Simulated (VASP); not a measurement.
# ZnCu (Pm-3m) in VASP: notebook

Runs on ZnCu. Level: PBEsol. Tasks: single point.

All numbers are computed with VASP 6.6.1; they aren't measurements. Logs are shortened: lines on timing, memory, paths and dates and some standing lists are left out, and cuts for length are marked.

### Step 1. The cell of the first run

The structure is cubic, space group Pm-3m (No. 221). Conventional cell: a = 2.996 Å, b = 2.996 Å, c = 2.996 Å, α = 90.00°, β = 90.00°, γ = 90.00°. Zn (site symmetry m-3m) has 8 Cu at 2.60 Å and 6 Zn at 3.00 Å within 3.4 Å. Within 3.4 Å of Cu (site symmetry m-3m) lie 8 Zn at 2.60 Å and 6 Cu at 3.00 Å.

### Step 2. Single point, PBEsol

INCAR

```
PREC = Accurate
ENCUT = 520
EDIFF = 1E-7
ISMEAR = 1
SIGMA = 0.1
LREAL = F
LASPH = T
NELM = 80
ALGO = Normal
ISIF = 2
LWAVE = F
LCHARG = T
GGA = PS
LELF = T
LVHAR = T
NBANDS = 18
```

KPOINTS

```
regular mesh
0
Gamma
  10 10 10
```

POSCAR

```
ZnCu
1.0
    2.9964514246      0.0000000000      0.0000000000
    0.0000000000      2.9964514246      0.0000000000
    0.0000000000      0.0000000000      2.9964514246
Zn Cu
1 1
Direct
    0.5000000000      0.5000000000      0.5000000000
    0.0000000000      0.0000000000      0.0000000000
```

Potentials or basis: VASP PAW PBE potentials, release 64 (Zn, Cu).

Command:

```sh
> cat potpaw_PBE.64/Zn/POTCAR potpaw_PBE.64/Cu/POTCAR > POTCAR
> mpirun -np 1 vasp_std > vasp.out
```

OUTCAR:

```text
PREC = Accurate
   ENCUT = 520
   EDIFF = 1E-7
   ISMEAR = 1
   LREAL = F
   LASPH = T
   NELM = 80
   ISIF = 2
   GGA = PS

 ion  position               nearest neighbor table
   1  0.500  0.500  0.500-   2 2.60   2 2.60   2 2.60   2 2.60   2 2.60   2 2.60   2 2.60   2 2.60

   2  0.000  0.000  0.000-   1 2.60   1 2.60   1 2.60   1 2.60   1 2.60   1 2.60   1 2.60   1 2.60

  LATTYP: Found a simple cubic cell.
 ALAT       =     2.9964514246

  Lattice vectors:

 A1 = (   2.9964514246,   0.0000000000,   0.0000000000)
 A2 = (   0.0000000000,   2.9964514246,   0.0000000000)
 A3 = (   0.0000000000,   0.0000000000,   2.9964514246)

Analysis of symmetry for initial positions (statically):
=====================================================================
 Subroutine PRICEL returns:
 Original cell was already a primitive cell.

 Routine SETGRP: Setting up the symmetry group for a
 simple cubic supercell.

 Subroutine GETGRP returns: Found 48 space group operations
 (whereof 48 operations were pure point group operations)
 out of a pool of 48 trial point group operations.

The static configuration has the point symmetry O_h .

Analysis of symmetry for dynamics (positions and initial velocities):
=====================================================================
 Subroutine PRICEL returns:
 Original cell was already a primitive cell.

 Routine SETGRP: Setting up the symmetry group for a
 simple cubic supercell.

 Subroutine GETGRP returns: Found 48 space group operations
 (whereof 48 operations were pure point group operations)
 out of a pool of 48 trial point group operations.

The dynamic configuration has the point symmetry O_h .

 Subroutine INISYM returns: Found 48 space group operations
 (whereof 48 operations are pure point group operations),
 and found     1 'primitive' translations

----------------------------------------------------------------------------------------

                                     Primitive cell

  volume of cell :      26.9043

  direct lattice vectors                    reciprocal lattice vectors
     2.996451425  0.000000000  0.000000000     0.333728086  0.000000000  0.000000000
     0.000000000  2.996451425  0.000000000     0.000000000  0.333728086  0.000000000
     0.000000000  0.000000000  2.996451425     0.000000000  0.000000000  0.333728086

  length of vectors
     2.996451425  2.996451425  2.996451425     0.333728086  0.333728086  0.333728086

  position of ions in fractional coordinates (direct lattice)
     0.500000000  0.500000000  0.500000000
     0.000000000  0.000000000  0.000000000

  ion indices of the primitive-cell ions
   primitive index   ion index
                 1           1
                 2           2

----------------------------------------------------------------------------------------

 KPOINTS: regular mesh

Automatic generation of k-mesh.
 Grid dimensions read from file:
 generate k-points for:   10   10   10

 Generating k-lattice:

  Cartesian coordinates                     Fractional coordinates (reciprocal lattice)
     0.033372809  0.000000000  0.000000000     0.100000000  0.000000000  0.000000000
     0.000000000  0.033372809  0.000000000     0.000000000  0.100000000  0.000000000
     0.000000000  0.000000000  0.033372809     0.000000000  0.000000000  0.100000000

  Length of vectors
     0.033372809  0.033372809  0.033372809

  Shift w.r.t. Gamma in fractional coordinates (k-lattice)
     0.000000000  0.000000000  0.000000000

 Subroutine IBZKPT returns following result:
 ===========================================

 Found     56 irreducible k-points:

 Following reciprocal coordinates:
            Coordinates               Weight
  0.000000  0.000000  0.000000      1.000000
  0.100000  0.000000  0.000000      6.000000
  0.200000  0.000000  0.000000      6.000000
  0.300000  0.000000  0.000000      6.000000
  0.400000  0.000000  0.000000      6.000000
  0.500000  0.000000  0.000000      3.000000
[... 16 lines left out ...]
  0.200000  0.100000  0.100000     24.000000
  0.300000  0.100000  0.100000     24.000000
 [... further k-points ...]
   k-points           NKPTS =     56   k-points in BZ     NKDIM =     56   number of bands    NBANDS=     18
   number of dos      NEDOS =    301   number of ions     NIONS =      2
   total plane-waves  NPLWV =  13824
   dimension x,y,z NGX =    24 NGY =   24 NGZ =   24
   dimension x,y,z NGXF=    48 NGYF=   48 NGZF=   48
   ions per type =               1   1
   NGX,Y,Z   is equivalent  to a cutoff of  13.32, 13.32, 13.32 a.u.
   NGXF,Y,Z  is equivalent  to a cutoff of  26.63, 26.63, 26.63 a.u.
 SYSTEM =  unknown system
   PREC   = accura    normal or accurate (medium, high low for compatibility)
   ISTART =      0    job   : 0-new  1-cont  2-samecut
   ICHARG =      2    charge: 1-file 2-atom 10-const
   ISPIN  =      1    spin polarized calculation?
   LNONCOLLINEAR =      F non collinear calculations
   LSORBIT =      F    spin-orbit coupling
   LASPH  =      T    aspherical Exc in radial PAW
   ENCUT  =  520.0 eV  38.22 Ry    6.18 a.u.   5.57  5.57  5.57*2*pi/ulx,y,z
   NELM   =     80;   NELMIN=  2; NELMDL= -5     # of ELM steps
   EDIFF  = 0.1E-06   stopping-criterion for ELM
   LREAL  =      F    real-space projection
   EDIFFG = 0.1E-05   stopping-criterion for IOM
   NSW    =      0    number of steps for IOM
   IBRION =     -1    ionic relax: 0-MD 1-quasi-New 2-CG
   NFREE  =      0    steps in history (QN), initial steepest desc. (CG)
   ISIF   =      2    stress and relaxation
   ISYM   =      2    0-nonsym 1-usesym 2-fastsym
   POTIM  = 0.5000    time-step for ionic-motion
   TEBEG  =    0.0;   TEEND  =   0.0 temperature during run
   PSTRESS=    0.0 pullay stress
   NELECT =      23.0000    total number of electrons
   NUPDOWN=      -1.0000    fix difference up-down
   EMIN   =  10.00;   EMAX   =-10.00  energy-range for DOS
   EFERMI =   0.00;   METHOD = LEGACY
   ISMEAR =     1;   SIGMA  =   0.10  broadening in eV -4-tet -1-fermi 0-gaus
   EFERMI_NEDOS =   21; number of points for ismear=-14 and -15
   IALGO  =     38    algorithm
   IMIX   =      4    mixing-type and parameters
     AMIX     =   0.40;   BMIX     =  1.00
     AMIX_MAG =   1.60;   BMIX_MAG =  1.00
  volume/ion in A,a.u.               =      13.45        90.78
  Fermi-wavevector in a.u.,A,eV,Ry     =   1.553735  2.936133 32.845710  2.414092
  Thomas-Fermi vector in A             =   2.657923
   LORBIT       =      0    0 simple, 1 ext, 2 COOP (PROOUT), +10 PAW based schemes
   GGA     = PS    functional components
   LHFCALC =     F    Hartree Fock is set to
   AEXX    =    0.0000 exact exchange contribution
   IVDW    =     0    specifies the selected vdW correction
   LEPSILON=     F    determine dielectric tensor
   LRPA    =     F    only Hartree local field effects (RPA)
 non-spin polarized calculation
 Methfessel and Paxton  Order N= 1 SIGMA  =   0.10
  energy-cutoff  :      520.00
  volume of cell :       26.90
 maximum number of plane-waves:       739
 NGX is ok and might be reduce to    24
   NGX = 11   NGY = 11   NGZ = 11

 number of electron      23.0000043 magnetization

 Free energy of the ion-electron system (eV)
  ---------------------------------------------------
  ext. energy  EPLUGINS =         0.00000000
  ---------------------------------------------------
  free energy    TOTEN  =        -6.02185355 eV

  energy without entropy =       -6.02227865  energy(sigma->0) =       -6.02199525

 E-fermi :   4.9277     XC(G=0): -12.2759

 val. band max:        4.9067864165   @ k =   0.4000   0.4000   0.4000
 cond. band min:       5.0669864957   @ k =   0.3000   0.1000   0.1000
 fundamental gap:      0.1602000792
 Fermi energy:         4.9276759135

 k-point     1 :       0.0000    0.0000    0.0000
  band No.  band energies     occupation
      1      -5.0871      2.00000
      2      -2.7726      2.00000
      3      -2.7726      2.00000
      4      -2.1556      2.00000
      5      -2.1556      2.00000
      6      -2.1556      2.00000
[... 10 lines left out ...]
     17      16.3220      0.00000
     18      27.8051      0.00000

 k-point     2 :       0.1000    0.0000    0.0000
  band No.  band energies     occupation
      1      -4.9129      2.00000
      2      -2.7549      2.00000
      3      -2.7372      2.00000
      4      -2.1703      2.00000
      5      -2.1703      2.00000
      6      -2.1489      2.00000
[... 10 lines left out ...]
     17      17.8542      0.00000
     18      26.0867      0.00000

 k-point     3 :       0.2000    0.0000    0.0000
  band No.  band energies     occupation
      1      -4.4030      2.00000
      2      -2.7078      2.00000
      3      -2.6344      2.00000
      4      -2.2084      2.00000
      5      -2.2084      2.00000
      6      -2.1310      2.00000
[... 10 lines left out ...]
     17      21.2502      0.00000
     18      23.4187      0.00000

 k-point     4 :       0.3000    0.0000    0.0000
  band No.  band energies     occupation
      1      -3.6263      2.00000
      2      -2.6485      2.00000
      3      -2.4423      2.00000
      4      -2.2553      2.00000
      5      -2.2553      2.00000
      6      -2.1088      2.00000
[... 375 lines left out ...]
      4      -2.1928      2.00000
      5      -2.1928      2.00000
      6      -2.1577      2.00000
[... 10 lines left out ...]
     17      18.4791      0.00000
     18      23.4035      0.00000

 k-point    23 :       0.2000    0.1000    0.1000
  band No.  band energies     occupation
      1      -4.0763      2.00000
      2      -2.6537      2.00000
      3      -2.5946      2.00000
      4      -2.2354      2.00000
      5      -2.2193      2.00000
      6      -2.1552      2.00000
[... 10 lines left out ...]
     17      20.8009      0.00000
     18      21.0283      0.00000

 k-point    24 :       0.3000    0.1000    0.1000
  band No.  band energies     occupation
      1      -3.3549      2.00000
      2      -2.6013      2.00000
      3      -2.4611      2.00000
      4      -2.2887      2.00000
      5      -2.1892      2.00000
      6      -2.1263      2.00000
[... 10 lines left out ...]
     17      18.9109      0.00000
     18      19.1415      0.00000

 [... further k-points ...]

------------------------ aborting loop because EDIFF is reached ----------------------------------------

  FORCE on cell =-STRESS in cart. coord.  units (eV):
  Direction    XX          YY          ZZ          XY          YZ          ZX
  --------------------------------------------------------------------------------------
  -------------------------------------------------------------------------------------
  Total       -1.5523681     -1.5523681     -1.5523681     -0.0000000     -0.0000000     -0.0000000
  in kB      -92.4450292    -92.4450292    -92.4450292     -0.0000000     -0.0000000     -0.0000000
  external PRESSURE =     -92.4450292 kB  Pullay stress =       0.0000000 kB

 VOLUME and BASIS-vectors are now :
 -----------------------------------------------------------------------------
  energy-cutoff  :      520.00
  volume of cell :       26.90
      direct lattice vectors                 reciprocal lattice vectors
     2.996451425  0.000000000  0.000000000     0.333728086  0.000000000  0.000000000
     0.000000000  2.996451425  0.000000000     0.000000000  0.333728086  0.000000000
     0.000000000  0.000000000  2.996451425     0.000000000  0.000000000  0.333728086

 POSITION                                       TOTAL-FORCE (eV/Angst)
 -----------------------------------------------------------------------------------
      1.49823      1.49823      1.49823         0.000000      0.000000      0.000000
      0.00000      0.00000      0.00000         0.000000      0.000000      0.000000
 -----------------------------------------------------------------------------------
    total drift:                                0.000000      0.000000     -0.000000

  FREE ENERGIE OF THE ION-ELECTRON SYSTEM (eV)
  ---------------------------------------------------
  free  energy   TOTEN  =        -6.0218535456 eV

  energy  without entropy=       -6.0222786452  energy(sigma->0) =       -6.02199525
```

Wall time 24 s (1 thread of Intel Xeon Platinum 8375C at 2.90GHz (Ice Lake), shared host); peak memory 0.15 GiB.

What came out:

```
Free energy : -6.0219 eV
Pressure    : -9.2 GPa
```

Levels at points of the mesh, in eV from the Fermi level:
```tsv
k point	band 10	band 11	band 12	band 13	band 14	band 15
(0.00, 0.00, 0.00)	-2.69	-2.69	5.96	5.96	5.96	10.89
(0.50, 0.00, 0.00)	-3.19	-2.75	-2.01	11.19	11.19	11.83
(0.50, 0.50, 0.00)	-2.46	-1.80	-1.80	1.48	1.84	13.29
(0.50, 0.50, 0.50)	-2.44	3.41	4.16	4.16	4.16	4.30
```

Caveat: the PAW data sets were made with another functional, which shifts forces and pressure a little.

### Step 3. Single point, PBEsol

This run uses another cell than the first one, of 13.79 Å³/atom, 1.025 times its volume.

INCAR

```
PREC = Accurate ; ENCUT = 520
EDIFF = 1E-6 ; ISMEAR = 1
SIGMA = 0.1 ; LREAL = F
LASPH = T ; NELM = 60
ALGO = Normal ; ISIF = 2
LWAVE = F ; LCHARG = T
GGA = PS ; LELF = T
LVHAR = T ; NBANDS = 18
```

KPOINTS is that of step 2.

POSCAR

```
ZnCu
1.0
    3.0215274978      0.0000000000      0.0000000000
    0.0000000000      3.0215274978      0.0000000000
    0.0000000000      0.0000000000      3.0215274978
Zn Cu
1 1
Direct
    0.5000000000      0.5000000000      0.5000000000
    0.0000000000      0.0000000000      0.0000000000
```

Potentials or basis: VASP PAW PBE potentials, release 64 (Zn, Cu).

Command:

```sh
> cat potpaw_PBE.64/Zn/POTCAR potpaw_PBE.64/Cu/POTCAR > POTCAR
> mpirun -np 1 vasp_std > vasp.out
```

Wall time 22 s (1 thread of Intel Xeon Platinum 8375C at 2.90GHz (Ice Lake), shared host); peak memory 0.16 GiB.

The run converged. Its results:

- Free energy: -5.9783 eV
- Pressure: -11.3 GPa

Levels at points of the mesh, in eV from the Fermi level:
```csv
k point,band 8,band 9,band 10,band 11,band 12,band 13,band 14,band 15,band 16,band 17
"(0.00, 0.00, 0.00)",-3.39,-2.63,-2.63,-2.63,5.89,5.89,5.89,10.75,10.75,11.03
"(0.50, 0.00, 0.00)",-3.46,-3.11,-3.11,-2.69,-1.97,10.99,10.99,11.65,11.65,12.94
"(0.50, 0.50, 0.00)",-2.78,-2.78,-2.41,-1.71,-1.71,1.39,1.77,13.05,14.84,14.84
"(0.50, 0.50, 0.50)",-4.01,-2.39,-2.39,3.25,4.12,4.12,4.12,4.24,4.24,4.24
```

Caveat: the PAW data sets were made with another functional, which shifts forces and pressure a little.
